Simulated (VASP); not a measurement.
# Ni (Im-3m) in VASP: further runs

Ni is run at these levels: RPBE+D4, PBEsol+D4, RPBE+D3(BJ), BLYP; tasks: relaxation of cell and atoms, single point.

Everything below comes from runs of VASP 6.6.1. Logs are shortened: lines on timing, memory, paths and dates and some standing lists are left out, and cuts for length are marked.

### 1 The cell of the first run

The structure is cubic, space group Im-3m (No. 229). The conventional cell has a = 2.767 Å, b = 2.767 Å, c = 2.767 Å, α = 90.00°, β = 90.00°, γ = 90.00°. Ni (site symmetry m-3m) has 14 Ni at 2.40 to 2.77 Å within 3.2 Å.

### 2 Relaxation of cell and atoms, RPBE+D4, collinear spin, ferromagnetic start

Input file INCAR:

```
PREC     = Accurate       # precision mode
ENCUT    = 600            # plane-wave cutoff, eV
EDIFF    = 1E-7           # SCF threshold, eV
ISMEAR   = -1             # smearing method
SIGMA    = 0.05           # smearing width, eV
LREAL    = False          # projectors in reciprocal space
LASPH    = True           # aspherical terms in the spheres
NELM     = 150            # most SCF steps
ALGO     = Normal         # electronic algorithm
ISIF     = 3              # what is computed and relaxed
LWAVE    = False          # write WAVECAR
LCHARG   = False          # write CHGCAR
ISPIN    = 2              # spin polarisation
MAGMOM   = 1              # initial moments
LORBIT   = 11             # projections on sites
LMAXMIX  = 4              # l up to which the mixer works
GGA      = RP             # functional
IVDW     = 13             # dispersion correction
IBRION   = 2              # ionic algorithm
NSW      = 60             # ionic steps
EDIFFG   = -0.01          # ionic threshold
```

Input file KPOINTS:

```
Automatic mesh
0
Gamma
  13 13 13
```

Input file POSCAR:

```
Ni
1.0
   -1.3837154700      1.3837154700      1.3837154700
    1.3837154700     -1.3837154700      1.3837154700
    1.3837154700      1.3837154700     -1.3837154700
Ni
1
Direct
    0.0000000000      0.0000000000      0.0000000000
```

Potentials or basis: VASP PAW PBE potentials, release 64 (Ni).

On the command line:

```bash
cat potpaw_PBE.64/Ni/POTCAR > POTCAR
mpirun -np 1 vasp_std > vasp.out
```

OUTCAR:

```text
PREC = Accurate
   ENCUT = 600
   EDIFF = 1E-7
   ISMEAR = -1
   LREAL = False
   LASPH = True
   NELM = 150
   ISIF = 3
   ISPIN = 2
   LORBIT = 11
   GGA = RP
   IVDW = 13
   IBRION = 2
   NSW = 60
   EDIFFG = -0.01

 ion  position               nearest neighbor table
   1  0.000  0.000  0.000-

  LATTYP: Found a body centered cubic cell.
 ALAT       =     2.7674309400

  Lattice vectors:

 A1 = (  -1.3837154700,   1.3837154700,   1.3837154700)
 A2 = (   1.3837154700,  -1.3837154700,   1.3837154700)
 A3 = (   1.3837154700,   1.3837154700,  -1.3837154700)

Analysis of symmetry for initial positions (statically):
=====================================================================
 Subroutine PRICEL returns:
 Original cell was already a primitive cell.

 Routine SETGRP: Setting up the symmetry group for a
 body centered cubic supercell.

 Subroutine GETGRP returns: Found 48 space group operations
 (whereof 48 operations were pure point group operations)
 out of a pool of 48 trial point group operations.

The static configuration has the point symmetry O_h .

Analysis of symmetry for dynamics (positions and initial velocities):
=====================================================================
 Subroutine PRICEL returns:
 Original cell was already a primitive cell.

 Routine SETGRP: Setting up the symmetry group for a
 body centered cubic supercell.

 Subroutine GETGRP returns: Found 48 space group operations
 (whereof 48 operations were pure point group operations)
 out of a pool of 48 trial point group operations.

The dynamic configuration has the point symmetry O_h .

Analysis of structural, dynamic, and magnetic symmetry:
=====================================================================
 Subroutine PRICEL returns:
 Original cell was already a primitive cell.

 Routine SETGRP: Setting up the symmetry group for a
 body centered cubic supercell.

 Subroutine GETGRP returns: Found 48 space group operations
 (whereof 48 operations were pure point group operations)
 out of a pool of 48 trial point group operations.

The overall configuration has the point symmetry O_h .

 Subroutine INISYM returns: Found 48 space group operations
 (whereof 48 operations are pure point group operations),
 and found     1 'primitive' translations

----------------------------------------------------------------------------------------

                                     Primitive cell

  volume of cell :      10.5974

  direct lattice vectors                    reciprocal lattice vectors
    -1.383715470  1.383715470  1.383715470     0.000000000  0.361345964  0.361345964
     1.383715470 -1.383715470  1.383715470     0.361345964  0.000000000  0.361345964
     1.383715470  1.383715470 -1.383715470     0.361345964  0.361345964  0.000000000

  length of vectors
     2.396665497  2.396665497  2.396665497     0.511020363  0.511020363  0.511020363

  position of ions in fractional coordinates (direct lattice)
     0.000000000  0.000000000  0.000000000

  ion indices of the primitive-cell ions
   primitive index   ion index
                 1           1

----------------------------------------------------------------------------------------

 KPOINTS: Automatic mesh

Automatic generation of k-mesh.
 Grid dimensions read from file:
 generate k-points for:   13   13   13

 Generating k-lattice:

  Cartesian coordinates                     Fractional coordinates (reciprocal lattice)
     0.000000000  0.027795843  0.027795843     0.076923077  0.000000000  0.000000000
     0.027795843  0.000000000  0.027795843     0.000000000  0.076923077  0.000000000
     0.027795843  0.027795843  0.000000000     0.000000000  0.000000000  0.076923077

  Length of vectors
     0.039309259  0.039309259  0.039309259

  Shift w.r.t. Gamma in fractional coordinates (k-lattice)
     0.000000000  0.000000000  0.000000000

 Subroutine IBZKPT returns following result:
 ===========================================

 Found     84 irreducible k-points:

 Following reciprocal coordinates:
            Coordinates               Weight
  0.000000  0.000000  0.000000      1.000000
  0.076923  0.000000  0.000000     12.000000
  0.153846  0.000000  0.000000     12.000000
  0.230769  0.000000  0.000000     12.000000
  0.307692  0.000000  0.000000     12.000000
  0.384615  0.000000  0.000000     12.000000
[... 16 lines left out ...]
  0.153846  0.076923  0.076923     24.000000
  0.230769  0.076923  0.076923     24.000000
 [... further k-points ...]
   k-points           NKPTS =     84   k-points in BZ     NKDIM =     84   number of bands    NBANDS=     10
   number of dos      NEDOS =    301   number of ions     NIONS =      1
   total plane-waves  NPLWV =   8000
   dimension x,y,z NGX =    20 NGY =   20 NGZ =   20
   dimension x,y,z NGXF=    40 NGYF=   40 NGZF=   40
   ions per type =               1
   NGX,Y,Z   is equivalent  to a cutoff of  13.87, 13.87, 13.87 a.u.
[... 58 lines left out ...]

  energy without entropy =       -4.82466426  energy(sigma->0) =       -4.83165559

------------------------ aborting loop because EDIFF is reached ----------------------------------------

  DFT-D4 for vdW energy calculation

  Edisp (eV):   -0.92223

  FORCE on cell =-STRESS in cart. coord.  units (eV):
  Direction    XX          YY          ZZ          XY          YZ          ZX
  --------------------------------------------------------------------------------------
  -------------------------------------------------------------------------------------
  Total       0.01923     0.01923     0.01923     0.00000     0.00000     0.00000
  in kB       2.90692     2.90692     2.90692     0.00000     0.00000     0.00000
  external pressure =        2.91 kB  Pullay stress =        0.00 kB

 VOLUME and BASIS-vectors are now :
 -----------------------------------------------------------------------------
  energy-cutoff  :      600.00
  volume of cell :       10.60
      direct lattice vectors                 reciprocal lattice vectors
    -1.383715470  1.383715470  1.383715470     0.000000000  0.361345964  0.361345964
     1.383715470 -1.383715470  1.383715470     0.361345964  0.000000000  0.361345964
     1.383715470  1.383715470 -1.383715470     0.361345964  0.361345964  0.000000000
[... 40 lines left out ...]
 POSITION                                       TOTAL-FORCE (eV/Angst)
 -----------------------------------------------------------------------------------
      1.38500     -1.38500      1.38500        -0.000000      0.000000      0.000000
 -----------------------------------------------------------------------------------
    total drift:                               -0.000000      0.000000     -0.000000

  FREE ENERGIE OF THE ION-ELECTRON SYSTEM (eV)
  ---------------------------------------------------
  free  energy   TOTEN  =        -5.7608767792 eV

  energy  without entropy=       -5.7468783478  energy(sigma->0) =       -5.75387756

--------------------------------------- Ionic step        3  -------------------------------------------

 number of electron      10.0000000 magnetization       0.5838857

 Free energy of the ion-electron system (eV)
  ---------------------------------------------------
  ext. energy  EPLUGINS =         0.00000000
  ---------------------------------------------------
  free energy    TOTEN  =        -4.83978350 eV

  energy without entropy =       -4.82579378  energy(sigma->0) =       -4.83278864

 E-fermi :   9.7410     XC(G=0): -13.2761

 val. band max:        9.7337744613   @ k =   0.4615   0.0000   0.0000
 cond. band min:       9.7427238802   @ k =   0.4615   0.0000   0.0000
 fundamental gap:      0.0089494189
 Fermi energy:         9.7409764462

 spin component 1

 k-point     1 :       0.0000    0.0000    0.0000
  band No.  band energies     occupation
      1       0.7070      1.00000
      2       7.3761      1.00000
      3       7.3761      1.00000
      4       7.3761      1.00000
      5       8.8306      1.00000
      6       8.8306      1.00000
      7      36.4376      0.00000
      8      36.4376      0.00000
      9      36.4376      0.00000
     10      41.5128      0.00000

 k-point     2 :       0.0769    0.0000    0.0000
  band No.  band energies     occupation
      1       0.9560      1.00000
      2       7.3188      1.00000
      3       7.3716      1.00000
      4       7.4900      1.00000
      5       8.7735      1.00000
      6       8.8352      1.00000
      7      34.5547      0.00000
      8      35.9586      0.00000
      9      36.1332      0.00000
     10      40.0966      0.00000
[... 274 lines left out ...]
 k-point    24 :       0.2308    0.0769    0.0769
  band No.  band energies     occupation
      1       4.4100      1.00000
      2       6.6572      1.00000
      3       7.0005      1.00000
      4       8.7035      1.00000
      5       8.9105      1.00000
      6       9.4866      0.99386
      7      23.1201      0.00000
      8      27.7445      0.00000
      9      29.2335      0.00000
     10      37.9753      0.00000

 [... further k-points ...]

 spin component 2

 k-point     1 :       0.0000    0.0000    0.0000
  band No.  band energies     occupation
      1       0.6786      1.00000
      2       8.0962      1.00000
      3       8.0962      1.00000
      4       8.0962      1.00000
      5       9.3529      0.99957
      6       9.3529      0.99957
      7      36.3137      0.00000
      8      36.3137      0.00000
      9      36.3137      0.00000
     10      41.4186      0.00000

 k-point     2 :       0.0769    0.0000    0.0000
  band No.  band energies     occupation
      1       0.9279      1.00000
      2       8.0346      1.00000
      3       8.0877      1.00000
      4       8.2144      1.00000
      5       9.2933      0.99987
      6       9.3579      0.99953
      7      34.4887      0.00000
      8      35.8474      0.00000
      9      36.0444      0.00000
     10      40.2396      0.00000
[... 312 lines left out ...]
 POSITION                                       TOTAL-FORCE (eV/Angst)
 -----------------------------------------------------------------------------------
     -0.00000      0.00000      0.00000         0.000000      0.000000      0.000000
 -----------------------------------------------------------------------------------
    total drift:                                0.000000     -0.000000      0.000000

  FREE ENERGIE OF THE ION-ELECTRON SYSTEM (eV)
  ---------------------------------------------------
  free  energy   TOTEN  =        -5.7608908577 eV

  energy  without entropy=       -5.7469011321  energy(sigma->0) =       -5.75389599

 reached required accuracy - stopping structural energy minimisation

 total charge

# of ion       s       p       d       tot
------------------------------------------
    1        0.501   0.511   8.340   9.352

 magnetization (x)

# of ion       s       p       d       tot
------------------------------------------
    1       -0.004  -0.018   0.612   0.590
```

Wall time 22 s (1 thread of Intel Xeon 6975P-C (Granite Rapids), shared host); peak memory 0.15 GiB.

What came out:

```yaml
Free_energy: -5.7609 eV
Relaxed_volume: 10.61 Å³/atom
Relaxed_cell: a = 2.398 Å, b = 2.398 Å, c = 2.398 Å, α = 109.47°, β = 109.47°, γ = 109.47°
Space_group_after_relaxing_to_0.05_Å: Im-3m (No. 229)
Energy_gained_by_relaxing: 0.0 meV/atom
Ionic_steps: 3
Pressure_after_relaxing: 0.0 GPa
Net_moment: 0.58 μB per cell
Site_moments: Ni +0.59 μB
Valence_electrons_inside_the_program's_atomic_spheres: Ni 9.35
Dispersion_energy_per_atom: -0.921 eV
```

Final structure:
```xyz
1
Lattice="-1.3843 1.3843 1.3843 1.3843 -1.3843 1.3843 1.3843 1.3843 -1.3843" Properties=species:S:1:pos:R:3 pbc="T T T"
Ni    0.0000    0.0000    0.0000
```

Levels at points of the mesh, in eV from the Fermi level:
Spin up:
```
           k point  band 2  band 3  band 4  band 5  band 6  band 7  band 8  band 9
(0.00, 0.00, 0.00)   -2.36   -2.36   -2.36   -0.91   -0.91   26.70   26.70   26.70
```
Spin down:
```tsv
k point	band 3	band 4	band 5	band 6	band 7	band 8
(0.00, 0.00, 0.00)	-1.64	-1.64	-0.39	-0.39	26.57	26.57
```

Caveat: the PAW data sets were made with another functional, which shifts forces and pressure a little; pairwise dispersion overbinds metals, which lowers pressure and volume.

### 3 Relaxation of cell and atoms, PBEsol+D4, collinear spin, ferromagnetic start

Input file INCAR:

```
  ALGO = Normal
  EDIFF = 1E-6
  EDIFFG = -0.01
  ENCUT = 600
  GGA = PS
  IBRION = 2
  ISIF = 3
  ISMEAR = -1
  ISPIN = 2
  IVDW = 13
  LASPH = True
  LCHARG = False
  LMAXMIX = 4
  LORBIT = 11
  LREAL = False
  LWAVE = False
  MAGMOM = 1
  NELM = 150
  NSW = 60
  PREC = Accurate
  SIGMA = 0.05
```

Input file KPOINTS:

```
k-points
0
Gamma
  13 13 13
```

POSCAR is that of step 2.

Potentials or basis: VASP PAW PBE potentials, release 64 (Ni).

On the command line:

```bash
cat potpaw_PBE.64/Ni/POTCAR > POTCAR
mpirun -np 1 vasp_std > vasp.out
```

Run time: 24 s. Hardware: 1 thread of Intel Xeon 6975P-C (Granite Rapids), shared host; peak memory 0.15 GiB.

The run converged. Its results:

```yaml
Free_energy: -6.3125 eV
Relaxed_volume: 10.29 Å³/atom
Relaxed_cell: a = 2.374 Å, b = 2.374 Å, c = 2.374 Å, α = 109.47°, β = 109.47°, γ = 109.47°
Space_group_after_relaxing_to_0.05_Å: Im-3m (No. 229)
Energy_gained_by_relaxing: 6.1 meV/atom
Ionic_steps: 3
Pressure_after_relaxing: 0.0 GPa
Net_moment: 0.56 μB per cell
Site_moments: Ni +0.56 μB
Valence_electrons_inside_the_program's_atomic_spheres: Ni 9.42
Dispersion_energy_per_atom: -0.275 eV
```

The path:
```csv
step,energy change (eV),largest force (eV/Å),pressure (GPa),volume (Å³)
1,0.0000,0.0000,-6.24,10.60
2,0.0011,0.0000,7.61,9.98
3,-0.0061,0.0000,0.02,10.29
```

Final structure:
```xyz
1
Lattice="-1.3703 1.3703 1.3703 1.3703 -1.3703 1.3703 1.3703 1.3703 -1.3703" Properties=species:S:1:pos:R:3 pbc="T T T"
Ni    0.0000    0.0000    0.0000
```

Levels at points of the mesh, in eV from the Fermi level:
Spin up:
| k point | band 1 | band 2 | band 3 | band 4 | band 5 | band 6 | band 7 | band 8 | band 9 | band 10 |
| --- | --- | --- | --- | --- | --- | --- | --- | --- | --- | --- |
| (0.00, 0.00, 0.00) | -9.30 | -2.41 | -2.41 | -2.41 | -0.90 | -0.90 | 27.03 | 27.03 | 27.03 | 32.30 |
Spin down:
```csv
k point,band 3,band 4,band 5,band 6,band 7,band 8
"(0.00, 0.00, 0.00)",-1.77,-1.77,-0.38,-0.38,26.98,26.98
```

Caveat: the PAW data sets were made with another functional, which shifts forces and pressure a little; pairwise dispersion overbinds metals, which lowers pressure and volume.

### 4 Relaxation of cell and atoms, RPBE+D3(BJ), collinear spin, ferromagnetic start

Input file INCAR:

```
ALGO = Normal
EDIFF = 1E-7
EDIFFG = -0.01
ENCUT = 600
GGA = RP
IBRION = 2
ISIF = 3
ISMEAR = -1
ISPIN = 2
IVDW = 12
LASPH = T
LCHARG = F
LMAXMIX = 4
LORBIT = 11
LREAL = F
LWAVE = F
MAGMOM = 1
NELM = 150
NSW = 60
PREC = Accurate
SIGMA = 0.05
```

KPOINTS is that of step 3.

POSCAR is that of step 3.

On the command line:

```bash
cat potpaw_PBE.64/Ni/POTCAR > POTCAR
mpirun -np 1 vasp_std > vasp.out
```

Run time: 56 s. Hardware: 1 thread of Intel Xeon 6975P-C (Granite Rapids), shared host; peak memory 0.16 GiB.

The run converged. Its results:

| Item | Value |
| --- | --- |
| Free energy | -7.2782 eV |
| Relaxed volume | 9.58 Å³/atom |
| Relaxed cell | a = 2.318 Å, b = 2.318 Å, c = 2.318 Å, α = 109.47°, β = 109.47°, γ = 109.47° |
| Space group after relaxing (to 0.05 Å) | Im-3m (No. 229) |
| Energy gained by relaxing | 69.5 meV/atom |
| Ionic steps | 7 |
| Pressure after relaxing | 0.1 GPa |
| Net moment | 0.28 μB per cell |
| Site moments | Ni +0.28 μB |
| Valence electrons inside the program's atomic spheres | Ni 9.56 |
| Dispersion energy per atom | -2.608 eV |

The path:
| step | energy change (eV) | largest force (eV/Å) | pressure (GPa) | volume (Å³) |
| --- | --- | --- | --- | --- |
| 1 | 0.0000 | 0.0000 | -20.49 | 10.60 |
| 2 | 0.0260 | 0.0000 | 36.37 | 8.65 |
| 3 | -0.0694 | 0.0000 | -0.92 | 9.62 |
| 4 | -0.0695 | 0.0000 | -0.18 | 9.59 |
| 5 | -0.0695 | 0.0000 | 0.38 | 9.57 |
| 6 | -0.0695 | 0.0000 | -0.39 | 9.60 |
| 7 | -0.0695 | 0.0000 | 0.06 | 9.58 |

Final structure:
```cif
data_structure
_symmetry_space_group_name_H-M 'P 1'
_symmetry_Int_Tables_number 1
_cell_length_a 2.3177
_cell_length_b 2.3177
_cell_length_c 2.3177
_cell_angle_alpha 109.471
_cell_angle_beta 109.471
_cell_angle_gamma 109.471
_cell_volume 9.58
loop_
_atom_site_label
_atom_site_type_symbol
_atom_site_fract_x
_atom_site_fract_y
_atom_site_fract_z
_atom_site_occupancy
Ni1 Ni 0.00000 0.00000 0.00000 1
```

Levels at points of the mesh, in eV from the Fermi level:
Spin up:
```csv
k point,band 3,band 4,band 5,band 6,band 7,band 8
"(0.00, 0.00, 0.00)",-2.44,-2.44,-0.79,-0.79,27.79,27.79
```
Spin down:
```tsv
k point	band 2	band 3	band 4	band 5	band 6	band 7	band 8	band 9
(0.00, 0.00, 0.00)	-2.06	-2.06	-2.06	-0.57	-0.57	27.73	27.73	27.73
```

Caveat: the PAW data sets were made with another functional, which shifts forces and pressure a little; pairwise dispersion overbinds metals, which lowers pressure and volume.

### 5 Single point, BLYP, collinear spin, ferromagnetic start

Input file INCAR:

```
PREC = Accurate
ENCUT = 600
EDIFF = 1E-6
ISMEAR = -1
SIGMA = 0.05
LREAL = False
LASPH = True
NELM = 200
ALGO = Normal
ISIF = 2
LWAVE = False
LCHARG = True
ISPIN = 2
MAGMOM = 1
LORBIT = 11
LMAXMIX = 4
GGA = B5
ALDAX = 1.0
AGGAX = 1.0
AGGAC = 1.0
ALDAC = 0.0
LELF = True
LVHAR = True
NBANDS = 15
GGA_COMPAT = False
```

Input file KPOINTS:

```
Automatic mesh
0
Gamma
  13 13 13
```

POSCAR is that of step 4.

On the command line:

```bash
cat potpaw_PBE.64/Ni/POTCAR > POTCAR
mpirun -np 1 vasp_std > vasp.out
```

Wall time 25 s (1 thread of AMD EPYC 9R45 (Zen 5), shared host); peak memory 0.11 GiB.

The run converged. Its results:

| Item | Value |
| --- | --- |
| Free energy | -4.4799 eV |
| Pressure | 17.5 GPa |
| Net moment | 0.53 μB per cell |
| Site moments | Ni +0.53 μB |
| Valence electrons inside the program's atomic spheres | Ni 9.40 |

Levels at points of the mesh, in eV from the Fermi level:
Spin up:
```
           k point  band 2  band 3  band 4  band 5  band 6  band 7  band 8  band 9
(0.00, 0.00, 0.00)   -2.32   -2.32   -2.32   -0.85   -0.85   27.11   27.11   27.11
```
Spin down:
| k point | band 2 | band 3 | band 4 | band 5 | band 6 | band 7 | band 8 | band 9 |
| --- | --- | --- | --- | --- | --- | --- | --- | --- |
| (0.00, 0.00, 0.00) | -1.69 | -1.69 | -1.69 | -0.42 | -0.42 | 27.05 | 27.05 | 27.05 |

Caveat: the PAW data sets were made with another functional, which shifts forces and pressure a little.

### 6 The runs side by side

```csv
task,level,cell,gap on the mesh (eV),pressure (GPa),moment (μB),relaxed volume (Å³/atom)
relaxation of cell and atoms,RPBE+D4,relaxed,none,0.0,0.58,10.61
relaxation of cell and atoms,PBEsol+D4,relaxed,none,0.0,0.56,10.29
relaxation of cell and atoms,RPBE+D3(BJ),relaxed,none,0.1,0.28,9.58
single point,BLYP,as given,none,17.5,0.53,-
```

Alike in all rows: potentials or basis VASP PAW PBE potentials, release 64 (Ni); spin collinear, ferromagnetic start; k mesh 13 × 13 × 13; cutoff (eV) 600; smearing fermi-dirac 0.05 eV.

Caveats: the PAW data sets were made with another functional, which shifts forces and pressure a little; pairwise dispersion overbinds metals, which lowers pressure and volume (some runs).

Absolute energies hang on the potentials; compare differences alone.
